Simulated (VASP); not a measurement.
# Na (Fm-3m) in VASP: relaxation of cell and atoms with PBEsol

Aim: the relaxation of cell and atoms of Na with PBEsol.

Program: VASP 6.6.1. These are calculated values, not measurements. Logs are shortened: lines on timing, memory, paths and dates and some standing lists are left out, and cuts for length are marked.

## Step 1: The cell of the first run

It takes space group Fm-3m (No. 225, cubic). Conventional cell: a = 5.248 Å, b = 5.248 Å, c = 5.248 Å, α = 90.00°, β = 90.00°, γ = 90.00°. Within 4.9 Å of Na (site symmetry m-3m) lie 12 Na at 3.71 Å.

This isn't the form of Na at room conditions, which is bcc.

## Step 2: Relaxation of cell and atoms, PBEsol

INCAR reads:

```
SYSTEM = Na
ALGO = Normal ; EDIFF = 1E-7
EDIFFG = -0.01 ; ENCUT = 600
GGA = PS ; IBRION = 2
ISIF = 3 ; ISMEAR = 0
LASPH = .TRUE. ; LCHARG = .FALSE.
LREAL = .FALSE. ; LWAVE = .FALSE.
NELM = 100 ; NSW = 100
PREC = Accurate ; SIGMA = 0.1
```

KPOINTS reads:

```
k-points
0
G
  14 14 14
  0 0 0
```

POSCAR reads:

```
Na
1.0
    0.0000000000      2.6238630791      2.6238630791
    2.6238630791      0.0000000000      2.6238630791
    2.6238630791      2.6238630791      0.0000000000
Na
1
Direct
    0.0000000000      0.0000000000      0.0000000000
```

Potentials or basis: VASP PAW PBE potentials, release 64 (Na_pv).

Launch:

```
$ cat potpaw_PBE.64/Na_pv/POTCAR > POTCAR
$ mpirun -np 1 vasp_std > vasp.out
```

OUTCAR:

```text
SYSTEM = Na
   EDIFF = 1E-7
   EDIFFG = -0.01
   ENCUT = 600
   GGA = PS
   IBRION = 2
   ISIF = 3
   ISMEAR = 0
   LASPH = .TRUE.
   LREAL = .FALSE.
   NELM = 100
   NSW = 100
   PREC = Accurate

 ion  position               nearest neighbor table
   1  0.000  0.000  0.000-

  LATTYP: Found a face centered cubic cell.
 ALAT       =     5.2477261582

  Lattice vectors:

 A1 = (   0.0000000000,   2.6238630791,   2.6238630791)
 A2 = (   2.6238630791,   0.0000000000,   2.6238630791)
 A3 = (   2.6238630791,   2.6238630791,   0.0000000000)

Analysis of symmetry for initial positions (statically):
=====================================================================
 Subroutine PRICEL returns:
 Original cell was already a primitive cell.

 Routine SETGRP: Setting up the symmetry group for a
 face centered cubic supercell.

 Subroutine GETGRP returns: Found 48 space group operations
 (whereof 48 operations were pure point group operations)
 out of a pool of 48 trial point group operations.

The static configuration has the point symmetry O_h .

Analysis of symmetry for dynamics (positions and initial velocities):
=====================================================================
 Subroutine PRICEL returns:
 Original cell was already a primitive cell.

 Routine SETGRP: Setting up the symmetry group for a
 face centered cubic supercell.

 Subroutine GETGRP returns: Found 48 space group operations
 (whereof 48 operations were pure point group operations)
 out of a pool of 48 trial point group operations.

The dynamic configuration has the point symmetry O_h .

 Subroutine INISYM returns: Found 48 space group operations
 (whereof 48 operations are pure point group operations),
 and found     1 'primitive' translations

----------------------------------------------------------------------------------------

                                     Primitive cell

  volume of cell :      36.1288

  direct lattice vectors                    reciprocal lattice vectors
     0.000000000  2.623863079  2.623863079    -0.190558724  0.190558724  0.190558724
     2.623863079  0.000000000  2.623863079     0.190558724 -0.190558724  0.190558724
     2.623863079  2.623863079  0.000000000     0.190558724  0.190558724 -0.190558724

  length of vectors
     3.710702752  3.710702752  3.710702752     0.330057392  0.330057392  0.330057392

  position of ions in fractional coordinates (direct lattice)
     0.000000000  0.000000000  0.000000000

  ion indices of the primitive-cell ions
   primitive index   ion index
                 1           1

[... 77 lines left out ...]
   ISIF   =      3    stress and relaxation
   ISYM   =      2    0-nonsym 1-usesym 2-fastsym
   POTIM  = 0.5000    time-step for ionic-motion
   TEBEG  =    0.0;   TEEND  =   0.0 temperature during run
   PSTRESS=    0.0 pullay stress
   NELECT =       7.0000    total number of electrons
   NUPDOWN=      -1.0000    fix difference up-down
   EMIN   =  10.00;   EMAX   =-10.00  energy-range for DOS
   EFERMI =   0.00;   METHOD = LEGACY
   ISMEAR =     0;   SIGMA  =   0.10  broadening in eV -4-tet -1-fermi 0-gaus
   EFERMI_NEDOS =   21; number of points for ismear=-14 and -15
   IALGO  =     38    algorithm
   IMIX   =      4    mixing-type and parameters
     AMIX     =   0.40;   BMIX     =  1.00
     AMIX_MAG =   1.60;   BMIX_MAG =  1.00
  volume/ion in A,a.u.               =      36.13       243.81
  Fermi-wavevector in a.u.,A,eV,Ry     =   0.947305  1.790146 12.209680  0.897386
  Thomas-Fermi vector in A             =   2.075385
   LORBIT       =      0    0 simple, 1 ext, 2 COOP (PROOUT), +10 PAW based schemes
   GGA     = PS    functional components
   LHFCALC =     F    Hartree Fock is set to
   AEXX    =    0.0000 exact exchange contribution
   IVDW    =     0    specifies the selected vdW correction
   LEPSILON=     F    determine dielectric tensor
   LRPA    =     F    only Hartree local field effects (RPA)
 conjugate gradient relaxation of ions
 non-spin polarized calculation
 Gauss-broadening in eV      SIGMA  =   0.10
  energy-cutoff  :      600.00
  volume of cell :       36.13
 maximum number of plane-waves:      1243
 NGX is ok and might be reduce to    30
   NGX = 15   NGY = 15   NGZ = 15

 number of electron       7.0000009 magnetization

 Free energy of the ion-electron system (eV)
  ---------------------------------------------------
  ext. energy  EPLUGINS =         0.00000000
  ---------------------------------------------------
  free energy    TOTEN  =        -1.40243915 eV

  energy without entropy =       -1.40014507  energy(sigma->0) =       -1.40129211

 E-fermi :   0.3672     XC(G=0):  -6.5691

 val. band max:        0.2866369207   @ k =   0.5000   0.3571   0.1429
 cond. band min:       0.3938761910   @ k =   0.5000   0.2857   0.0714
 fundamental gap:      0.1072392704
 Fermi energy:         0.3671736308

 k-point     1 :       0.0000    0.0000    0.0000
  band No.  band energies     occupation
      1     -24.3820      2.00000
      2     -24.3820      2.00000
      3     -24.3820      2.00000
      4      -2.9544      2.00000
      5      11.6289      0.00000
      6      11.6290      0.00000
      7      11.6290      0.00000
[... 221 lines left out ...]
 k-point    24 :       0.2857    0.1429    0.0000
  band No.  band energies     occupation
      1     -24.4013      2.00000
      2     -24.3874      2.00000
      3     -24.3870      2.00000
      4      -1.7001      2.00000
      5       6.4829      0.00000
      6       9.3270      0.00000
      7       9.4508      0.00000

 [... further k-points ...]

------------------------ aborting loop because EDIFF is reached ----------------------------------------

  FORCE on cell =-STRESS in cart. coord.  units (eV):
  Direction    XX          YY          ZZ          XY          YZ          ZX
  --------------------------------------------------------------------------------------
  -------------------------------------------------------------------------------------
  Total        0.0075725      0.0075725      0.0075725      0.0000000      0.0000000     -0.0000000
  in kB        0.3358124      0.3358124      0.3358124      0.0000000      0.0000000     -0.0000000
  external PRESSURE =       0.3358124 kB  Pullay stress =       0.0000000 kB

 VOLUME and BASIS-vectors are now :
 -----------------------------------------------------------------------------
  energy-cutoff  :      600.00
  volume of cell :       36.13
      direct lattice vectors                 reciprocal lattice vectors
     0.000000000  2.623863079  2.623863079    -0.190558724  0.190558724  0.190558724
     2.623863079  0.000000000  2.623863079     0.190558724 -0.190558724  0.190558724
     2.623863079  2.623863079  0.000000000     0.190558724  0.190558724 -0.190558724

 POSITION                                       TOTAL-FORCE (eV/Angst)
 -----------------------------------------------------------------------------------
      0.00000      0.00000      0.00000        -0.000000      0.000000      0.000000
 -----------------------------------------------------------------------------------
    total drift:                               -0.000000     -0.000000      0.000000

  FREE ENERGIE OF THE ION-ELECTRON SYSTEM (eV)
  ---------------------------------------------------
  free  energy   TOTEN  =        -1.4024391536 eV

  energy  without entropy=       -1.4001450674  energy(sigma->0) =       -1.40129211

 reached required accuracy - stopping structural energy minimisation
```

CONTCAR:

```text
Na
   1.00000000000000
     0.0000000000000000    2.6238630790999999    2.6238630790999999
     2.6238630790999999    0.0000000000000000    2.6238630790999999
     2.6238630790999999    2.6238630790999999    0.0000000000000000
  Na
     1
Direct
     0.0000000000000000    0.0000000000000000    0.0000000000000000

  0.00000000E+00  0.00000000E+00  0.00000000E+00
```

It took 13 s on 1 thread of Intel Xeon 6975P-C (Granite Rapids), shared host; peak memory 0.17 GiB.

Results:

```yaml
Free_energy: -1.4024 eV
Pressure_after_relaxing: 0.0 GPa
Band_gap_on_the_k_mesh: zero (an odd number of electrons rules out a gap without spin polarisation)
```

Final structure:
```
Na
1.0
     0.00000    2.62386    2.62386
     2.62386    0.00000    2.62386
     2.62386    2.62386    0.00000
Na
1
Direct
  0.00000 0.00000 0.00000
```

Levels at points of the mesh, in eV from the Fermi level:
| k point | band 2 | band 3 | band 4 | band 5 | band 6 | band 7 |
| --- | --- | --- | --- | --- | --- | --- |
| (0.00, 0.00, 0.00) | -24.75 | -24.75 | -3.32 | 11.26 | 11.26 | 11.26 |
| (0.50, 0.00, 0.00) | -24.75 | -24.75 | 0.56 | 1.01 | 10.28 | 10.28 |
| (0.50, 0.50, 0.00) | -24.76 | -24.76 | 1.80 | 2.37 | 6.35 | 7.28 |

Caveat: the relaxation stopped at its first step, so nothing moved; the PAW data sets were made with another functional, which shifts forces and pressure a little.
